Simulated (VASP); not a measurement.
Set up this calculation in VASP 6.6.1, as the native input.

```
Task                      : relaxation of the atoms
Functional                : PBE
Potentials or basis       : VASP PAW PBE potentials, release 64 (H, C)
Cutoff                    : 520 eV
k mesh                    : 2 × 3 × 1
Occupations               : fermi-dirac, width 0.02 eV
Spin                      : no spin polarisation
Dipole correction         : no
Atoms held fixed (from 0) : [0, 1, 2, 3, 4, 5, 6, 7, 8, 9, 10, 11, 12, 13, 14, 15, 16, 17]
Further INCAR settings    : LREAL = Auto; ALGO = Normal; EDIFF = 1e-06; IBRION = 2; EDIFFG = -0.08; NSW = 45
```

The structure of HC4 lies in POSCAR:

```
HC4
1.0
    7.5731140000      0.0000000000      0.0000000000
    2.5243710000      4.3723390000      0.0000000000
    0.0000000000      0.0000000000     15.6764260000
H C
6 24
Selective dynamics
Direct
    0.1111111000      0.1666667000      0.0637901000  F F F
    0.4444444000      0.1666667000      0.0637901000  F F F
    0.7777778000      0.1666667000      0.0637901000  F F F
    0.1111111000      0.6666667000      0.0637901000  F F F
    0.4444444000      0.6666667000      0.0637901000  F F F
    0.7777778000      0.6666667000      0.0637901000  F F F
    0.1111111000      0.1666667000      0.1339591000  F F F
    0.4444444000      0.1666667000      0.1339591000  F F F
    0.7777778000      0.1666667000      0.1339591000  F F F
    0.1111111000      0.6666667000      0.1339591000  F F F
    0.4444444000      0.6666667000      0.1339591000  F F F
    0.7777778000      0.6666667000      0.1339591000  F F F
   -0.1111111000      0.3333333000      0.1668292000  F F F
    0.2222222000      0.3333333000      0.1668292000  F F F
    0.5555556000      0.3333333000      0.1668292000  F F F
   -0.1111111000      0.8333333000      0.1668292000  F F F
    0.2222222000      0.8333333000      0.1668292000  F F F
    0.5555556000      0.8333333000      0.1668292000  F F F
   -0.1111111000      0.3333333000      0.2654394000  T T T
    0.2222222000      0.3333333000      0.2654394000  T T T
    0.5555556000      0.3333333000      0.2654394000  T T T
   -0.1111111000      0.8333333000      0.2654394000  T T T
    0.2222222000      0.8333333000      0.2654394000  T T T
    0.5555556000      0.8333333000      0.2654394000  T T T
    0.0000000000      0.0000000000      0.2983094000  T T T
    0.3333333000      0.0000000000      0.2983094000  T T T
    0.6666667000      0.0000000000      0.2983094000  T T T
    0.0000000000      0.5000000000      0.2983094000  T T T
    0.3333333000      0.5000000000      0.2983094000  T T T
    0.6666667000      0.5000000000      0.2983094000  T T T
```

The input as run:

INCAR

```
SYSTEM = HC4
  PREC = Accurate
  ENCUT = 520
  EDIFF = 1E-6
  ISMEAR = -1
  SIGMA = 0.02
  LREAL = Auto
  LASPH = .TRUE.
  NELM = 60
  ALGO = Normal
  ISIF = 2
  LWAVE = .FALSE.
  LCHARG = .FALSE.
  GGA = PE
  IBRION = 2
  NSW = 45
  EDIFFG = -0.08
  KPAR = 2
```

KPOINTS

```
Automatic mesh
0
G
  2 3 1
  0 0 0
```

Potentials or basis: VASP PAW PBE potentials, release 64 (H, C).

The run is started by

```bash
$ cat potpaw_PBE.64/H/POTCAR potpaw_PBE.64/C/POTCAR > POTCAR
$ mpirun -np 2 vasp_std > vasp.out
```

Results of the run:

The energy gained by relaxing is 100.1 meV/atom, the ionic steps are 3 and the band gap on the k mesh is zero (bands 51 and 52 overlap by 0.18 eV).

Caveat: the k points lie up to 0.48 Å⁻¹ apart; there is no dipole correction, which matters where the two faces differ.

Wall time 15 min on 2 MPI ranks on Intel(R) Xeon(R) Platinum 8375C CPU @ 2.90GHz (Ice Lake) (shared host), peak memory 0.67 GiB a rank.
